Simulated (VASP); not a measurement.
# TiO (P-6m2) in VASP: settings compared

TiO is run at these levels: PBEsol, PBEsol+U; tasks: single point.

Everything below comes from runs of VASP 6.6.1. Logs are shortened: lines on timing, memory, paths and dates and some standing lists are left out, and cuts for length are marked.

## Step 1: The cell of the first run

It takes space group P-6m2 (No. 187, hexagonal). Conventional cell: a = 3.265 Å, b = 3.265 Å, c = 2.790 Å, α = 90.00°, β = 90.00°, γ = 120.00°. Ti (site symmetry -6m2) has 6 O at 2.35 Å and 2 Ti at 2.79 Å within 3.1 Å. O (site symmetry -6m2) has 6 Ti at 2.35 Å and 2 O at 2.79 Å within 3.1 Å.

## Step 2: Single point, PBEsol

The input, INCAR:

```
  PREC = Accurate
  ENCUT = 520
  EDIFF = 1E-7
  ISMEAR = 0
  SIGMA = 0.15
  LREAL = False
  LASPH = True
  NELM = 100
  ALGO = Normal
  ISIF = 2
  LWAVE = False
  LCHARG = False
  GGA = PS
  NBANDS = 16
```

The input, KPOINTS:

```
Automatic mesh
0
Gamma
  18 18 16
```

The input, POSCAR:

```
TiO
1.0
    3.2650443740      0.0000000000      0.0000000000
   -1.6325221869      2.8276113723      0.0000000000
    0.0000000000      0.0000000000      2.7901652784
Ti O
1 1
Direct
    0.6666666667      0.3333333333      0.0000000000
    0.0000000000      0.0000000000      0.5000000000
```

Potentials or basis: VASP PAW PBE potentials, release 64 (Ti_sv, O).

Started as:

```
cat potpaw_PBE.64/Ti_sv/POTCAR potpaw_PBE.64/O/POTCAR > POTCAR
mpirun -np 1 vasp_std > vasp.out
```

OUTCAR:

```text
PREC = Accurate
   ENCUT = 520
   EDIFF = 1E-7
   ISMEAR = 0
   LREAL = False
   LASPH = True
   NELM = 100
   ISIF = 2
   GGA = PS

 ion  position               nearest neighbor table
   1  0.667  0.333  0.000-   2 2.35   2 2.35   2 2.35   2 2.35   2 2.35   2 2.35
   2  0.000  0.000  0.500-   1 2.35   1 2.35   1 2.35   1 2.35   1 2.35   1 2.35

  LATTYP: Found a hexagonal cell.
 ALAT       =     3.2650443740
 C/A-ratio  =     0.8545566182

  Lattice vectors:

 A1 = (   3.2650443740,   0.0000000000,   0.0000000000)
 A2 = (  -1.6325221869,   2.8276113723,   0.0000000000)
 A3 = (   0.0000000000,   0.0000000000,   2.7901652784)

Analysis of symmetry for initial positions (statically):
=====================================================================
 Subroutine PRICEL returns:
 Original cell was already a primitive cell.

 Routine SETGRP: Setting up the symmetry group for a
 hexagonal supercell.

 Subroutine GETGRP returns: Found 12 space group operations
 (whereof 12 operations were pure point group operations)
 out of a pool of 24 trial point group operations.

The static configuration has the point symmetry D_3h.

Analysis of symmetry for dynamics (positions and initial velocities):
=====================================================================
 Subroutine PRICEL returns:
 Original cell was already a primitive cell.

 Routine SETGRP: Setting up the symmetry group for a
 hexagonal supercell.

 Subroutine GETGRP returns: Found 12 space group operations
 (whereof 12 operations were pure point group operations)
 out of a pool of 24 trial point group operations.

The dynamic configuration has the point symmetry D_3h.

 Subroutine INISYM returns: Found 12 space group operations
 (whereof 12 operations are pure point group operations),
 and found     1 'primitive' translations

----------------------------------------------------------------------------------------

                                     Primitive cell

  volume of cell :      25.7596

  direct lattice vectors                    reciprocal lattice vectors
     3.265044374  0.000000000  0.000000000     0.306274551  0.176827695  0.000000000
    -1.632522187  2.827611372  0.000000000     0.000000000  0.353655389  0.000000000
     0.000000000  0.000000000  2.790165278     0.000000000  0.000000000  0.358401708

  length of vectors
     3.265044374  3.265044374  2.790165278     0.353655389  0.353655389  0.358401708

  position of ions in fractional coordinates (direct lattice)
     0.666666667  0.333333333  0.000000000
     0.000000000  0.000000000  0.500000000

  ion indices of the primitive-cell ions
   primitive index   ion index
                 1           1
                 2           2

----------------------------------------------------------------------------------------

 KPOINTS: Automatic mesh

Automatic generation of k-mesh.
 Grid dimensions read from file:
 generate k-points for:   18   18   16

 Generating k-lattice:

  Cartesian coordinates                     Fractional coordinates (reciprocal lattice)
     0.017015253  0.009823761  0.000000000     0.055555556  0.000000000  0.000000000
     0.000000000  0.019647522  0.000000000     0.000000000  0.055555556  0.000000000
     0.000000000  0.000000000  0.022400107     0.000000000  0.000000000  0.062500000

  Length of vectors
     0.019647522  0.019647522  0.022400107

  Shift w.r.t. Gamma in fractional coordinates (k-lattice)
     0.000000000  0.000000000  0.000000000

 Subroutine IBZKPT returns following result:
 ===========================================

 Found    333 irreducible k-points:

 Following reciprocal coordinates:
            Coordinates               Weight
  0.000000  0.000000  0.000000      1.000000
  0.055556  0.000000  0.000000      6.000000
  0.111111  0.000000  0.000000      6.000000
  0.166667  0.000000  0.000000      6.000000
  0.222222  0.000000  0.000000      6.000000
  0.277778 -0.000000  0.000000      6.000000
[... 16 lines left out ...]
  0.333333  0.111111  0.000000     12.000000
  0.388889  0.111111  0.000000     12.000000
 [... further k-points ...]
   k-points           NKPTS =    333   k-points in BZ     NKDIM =    333   number of bands    NBANDS=     16
   number of dos      NEDOS =    301   number of ions     NIONS =      2
   total plane-waves  NPLWV =  13824
   dimension x,y,z NGX =    24 NGY =   24 NGZ =   24
   dimension x,y,z NGXF=    48 NGYF=   48 NGZF=   48
   ions per type =               1   1
   NGX,Y,Z   is equivalent  to a cutoff of  12.22, 12.22, 14.30 a.u.
   NGXF,Y,Z  is equivalent  to a cutoff of  24.44, 24.44, 28.60 a.u.
 SYSTEM =  unknown system
   PREC   = accura    normal or accurate (medium, high low for compatibility)
   ISTART =      0    job   : 0-new  1-cont  2-samecut
   ICHARG =      2    charge: 1-file 2-atom 10-const
   ISPIN  =      1    spin polarized calculation?
   LNONCOLLINEAR =      F non collinear calculations
   LSORBIT =      F    spin-orbit coupling
   LASPH  =      T    aspherical Exc in radial PAW
   ENCUT  =  520.0 eV  38.22 Ry    6.18 a.u.   6.07  6.07  5.19*2*pi/ulx,y,z
   NELM   =    100;   NELMIN=  2; NELMDL= -5     # of ELM steps
   EDIFF  = 0.1E-06   stopping-criterion for ELM
   LREAL  =      F    real-space projection
   EDIFFG = 0.1E-05   stopping-criterion for IOM
   NSW    =      0    number of steps for IOM
   IBRION =     -1    ionic relax: 0-MD 1-quasi-New 2-CG
   NFREE  =      0    steps in history (QN), initial steepest desc. (CG)
   ISIF   =      2    stress and relaxation
   ISYM   =      2    0-nonsym 1-usesym 2-fastsym
   POTIM  = 0.5000    time-step for ionic-motion
   TEBEG  =    0.0;   TEEND  =   0.0 temperature during run
   PSTRESS=    0.0 pullay stress
   NELECT =      18.0000    total number of electrons
   NUPDOWN=      -1.0000    fix difference up-down
   EMIN   =  10.00;   EMAX   =-10.00  energy-range for DOS
   EFERMI =   0.00;   METHOD = LEGACY
   ISMEAR =     0;   SIGMA  =   0.15  broadening in eV -4-tet -1-fermi 0-gaus
   EFERMI_NEDOS =   21; number of points for ismear=-14 and -15
   IALGO  =     38    algorithm
   IMIX   =      4    mixing-type and parameters
     AMIX     =   0.40;   BMIX     =  1.00
     AMIX_MAG =   1.60;   BMIX_MAG =  1.00
  volume/ion in A,a.u.               =      12.88        86.92
  Fermi-wavevector in a.u.,A,eV,Ry     =   1.452734  2.745269 28.714224  2.110436
  Thomas-Fermi vector in A             =   2.570082
   LORBIT       =      0    0 simple, 1 ext, 2 COOP (PROOUT), +10 PAW based schemes
   GGA     = PS    functional components
   LHFCALC =     F    Hartree Fock is set to
   AEXX    =    0.0000 exact exchange contribution
   IVDW    =     0    specifies the selected vdW correction
   LEPSILON=     F    determine dielectric tensor
   LRPA    =     F    only Hartree local field effects (RPA)
 non-spin polarized calculation
 Gauss-broadening in eV      SIGMA  =   0.15
  energy-cutoff  :      520.00
  volume of cell :       25.76
 maximum number of plane-waves:       711
   NGX = 13   NGY = 13   NGZ = 11

 number of electron      18.0000001 magnetization

 Free energy of the ion-electron system (eV)
  ---------------------------------------------------
  ext. energy  EPLUGINS =         0.00000000
  ---------------------------------------------------
  free energy    TOTEN  =       -17.41383554 eV

  energy without entropy =      -17.40504869  energy(sigma->0) =      -17.40944212

 E-fermi :   7.7222     XC(G=0): -11.5072

 val. band max:        7.7172376269   @ k =   0.0556   0.0000   0.3125
 cond. band min:       7.7262070656   @ k =   0.3333   0.2778   0.4375
 fundamental gap:      0.0089694387
 Fermi energy:         7.7222423702

 k-point     1 :       0.0000    0.0000    0.0000
  band No.  band energies     occupation
      1     -50.0192      2.00000
      2     -26.2388      2.00000
      3     -26.2388      2.00000
      4     -26.1560      2.00000
      5     -12.3176      2.00000
      6       2.5494      2.00000
[... 8 lines left out ...]
     15      20.4406      0.00000
     16      20.4406      0.00000

 k-point     2 :       0.0556    0.0000    0.0000
  band No.  band energies     occupation
      1     -50.0186      2.00000
      2     -26.2451      2.00000
      3     -26.2401      2.00000
      4     -26.1554      2.00000
      5     -12.3016      2.00000
      6       2.4423      2.00000
[... 8 lines left out ...]
     15      19.9945      0.00000
     16      20.4821      0.00000

 k-point     3 :       0.1111    0.0000    0.0000
  band No.  band energies     occupation
      1     -50.0167      2.00000
      2     -26.2634      2.00000
      3     -26.2440      2.00000
      4     -26.1537      2.00000
      5     -12.2553      2.00000
      6       2.1659      2.00000
[... 8 lines left out ...]
     15      19.3492      0.00000
     16      20.5990      0.00000

 k-point     4 :       0.1667    0.0000    0.0000
  band No.  band energies     occupation
      1     -50.0139      2.00000
      2     -26.2912      2.00000
      3     -26.2499      2.00000
      4     -26.1511      2.00000
      5     -12.1842      2.00000
      6       1.8076      2.00000
[... 8 lines left out ...]
     15      18.6852      0.00000
     16      20.7690      0.00000

 k-point     5 :       0.2222    0.0000    0.0000
  band No.  band energies     occupation
      1     -50.0104      2.00000
      2     -26.3250      2.00000
      3     -26.2572      2.00000
      4     -26.1479      2.00000
      5     -12.0965      2.00000
      6       1.4387      2.00000
[... 8 lines left out ...]
     15      18.0104      0.00000
     16      20.9581      0.00000

 k-point     6 :       0.2778   -0.0000    0.0000
  band No.  band energies     occupation
      1     -50.0067      2.00000
      2     -26.3607      2.00000
      3     -26.2649      2.00000
      4     -26.1444      2.00000
      5     -12.0027      2.00000
      6       1.1031      2.00000
[... 8 lines left out ...]
     15      17.3110      0.00000
     16      21.1281      0.00000

 k-point     7 :       0.3333    0.0000    0.0000
  band No.  band energies     occupation
      1     -50.0033      2.00000
      2     -26.3941      2.00000
      3     -26.2721      2.00000
      4     -26.1412      2.00000
      5     -11.9141      2.00000
      6       0.8260      2.00000
[... 8 lines left out ...]
     15      16.5823      0.00000
     16      21.2498      0.00000

 k-point     8 :       0.3889    0.0000    0.0000
  band No.  band energies     occupation
      1     -50.0004      2.00000
      2     -26.4211      2.00000
      3     -26.2780      2.00000
      4     -26.1385      2.00000
      5     -11.8415      2.00000
      6       0.6212      2.00000
[... 8 lines left out ...]
     15      15.8541      0.00000
     16      21.3146      0.00000

 k-point     9 :       0.4444    0.0000    0.0000
  band No.  band energies     occupation
      1     -49.9986      2.00000
      2     -26.4386      2.00000
      3     -26.2819      2.00000
      4     -26.1368      2.00000
      5     -11.7941      2.00000
      6       0.4962      2.00000
[... 8 lines left out ...]
     15      15.2253      0.00000
     16      21.1959      0.00000
[... 172 lines left out ...]
 k-point    19 :       0.1111    0.1111    0.0000
  band No.  band energies     occupation
      1     -50.0123      2.00000
      2     -26.3043      2.00000
      3     -26.2554      2.00000
      4     -26.1496      2.00000
      5     -12.1448      2.00000
      6       1.6578      2.00000
[... 8 lines left out ...]
     15      18.4579      0.00000
     16      20.5575      0.00000

 k-point    20 :       0.1667    0.1111    0.0000
  band No.  band energies     occupation
      1     -50.0091      2.00000
      2     -26.3337      2.00000
      3     -26.2646      2.00000
      4     -26.1466      2.00000
      5     -12.0623      2.00000
      6       1.3592      2.00000
[... 8 lines left out ...]
     15      17.9235      0.00000
     16      20.3944      0.00000

 k-point    21 :       0.2222    0.1111    0.0000
  band No.  band energies     occupation
      1     -50.0056      2.00000
      2     -26.3646      2.00000
      3     -26.2745      2.00000
      4     -26.1434      2.00000
      5     -11.9743      2.00000
      6       1.0864      2.00000
[... 8 lines left out ...]
     15      17.3330      0.00000
     16      20.1961      0.00000

 k-point    22 :       0.2778    0.1111    0.0000
  band No.  band energies     occupation
      1     -50.0023      2.00000
      2     -26.3933      2.00000
      3     -26.2838      2.00000
      4     -26.1403      2.00000
      5     -11.8912      2.00000
      6       0.8618      2.00000
[... 8 lines left out ...]
     15      16.6798      0.00000
     16      20.0114      0.00000

 k-point    23 :       0.3333    0.1111    0.0000
  band No.  band energies     occupation
      1     -49.9997      2.00000
      2     -26.4166      2.00000
      3     -26.2915      2.00000
      4     -26.1378      2.00000
      5     -11.8233      2.00000
      6       0.6972      2.00000
[... 8 lines left out ...]
     15      15.9886      0.00000
     16      19.8699      0.00000

 k-point    24 :       0.3889    0.1111    0.0000
  band No.  band energies     occupation
      1     -49.9979      2.00000
      2     -26.4318      2.00000
      3     -26.2965      2.00000
      4     -26.1362      2.00000
      5     -11.7788      2.00000
      6       0.5975      2.00000
[... 8 lines left out ...]
     15      15.3523      0.00000
     16      19.7831      0.00000

 [... further k-points ...]
[... 5 lines left out ...]
  --------------------------------------------------------------------------------------
  -------------------------------------------------------------------------------------
  Total       -7.4769956     -7.4769956     -2.6971947     -0.0000000      0.0000000      0.0000000
  in kB     -465.0492727   -465.0492727   -167.7583480     -0.0000000      0.0000000      0.0000000
  external PRESSURE =    -365.9522978 kB  Pullay stress =       0.0000000 kB

 VOLUME and BASIS-vectors are now :
 -----------------------------------------------------------------------------
  energy-cutoff  :      520.00
  volume of cell :       25.76
      direct lattice vectors                 reciprocal lattice vectors
     3.265044374  0.000000000  0.000000000     0.306274551  0.176827695  0.000000000
    -1.632522187  2.827611372  0.000000000     0.000000000  0.353655389  0.000000000
     0.000000000  0.000000000  2.790165278     0.000000000  0.000000000  0.358401708

 POSITION                                       TOTAL-FORCE (eV/Angst)
 -----------------------------------------------------------------------------------
      1.63252      0.94254      0.00000         0.000000      0.000000      0.000000
      0.00000      0.00000      1.39508        -0.000000      0.000000      0.000000
 -----------------------------------------------------------------------------------
    total drift:                               -0.000000      0.000000      0.000000

  FREE ENERGIE OF THE ION-ELECTRON SYSTEM (eV)
  ---------------------------------------------------
  free  energy   TOTEN  =       -17.4138355416 eV

  energy  without entropy=      -17.4050486922  energy(sigma->0) =      -17.40944212
```

It took 51 s on 1 thread of Intel Xeon Platinum 8488C (Sapphire Rapids), shared host; peak memory 0.24 GiB.

Results:

| Property | Result |
| --- | --- |
| Free energy | -17.4138 eV |
| Pressure | -36.6 GPa |
| Band gap on the k mesh | zero (band 9 reaches 7.87 eV, above the bottom of band 10 at 7.17 eV) |

Levels at points of the mesh, in eV from the Fermi level:
| k point | band 6 | band 7 | band 8 | band 9 | band 10 | band 11 | band 12 | band 13 |
| --- | --- | --- | --- | --- | --- | --- | --- | --- |
| (0.00, 0.00, 0.00) | -5.17 | -5.17 | -3.67 | -1.98 | -0.55 | 1.44 | 1.44 | 1.65 |
| (0.50, 0.00, 0.00) | -7.27 | -4.91 | -4.17 | -1.77 | 0.62 | 1.47 | 1.64 | 2.17 |
| (0.00, 0.00, 0.50) | -7.56 | -4.71 | -4.71 | 0.15 | 0.15 | 0.91 | 0.91 | 1.57 |
| (0.50, 0.00, 0.50) | -6.67 | -6.11 | -5.56 | -0.12 | 0.71 | 1.67 | 2.13 | 2.33 |

Caveat: the PAW data sets were made with another functional, which shifts forces and pressure a little; semilocal functionals often make such compounds metallic where correlation or magnetic order opens a gap, which also shifts bond lengths.

(Part 1 of 2 ends here.)
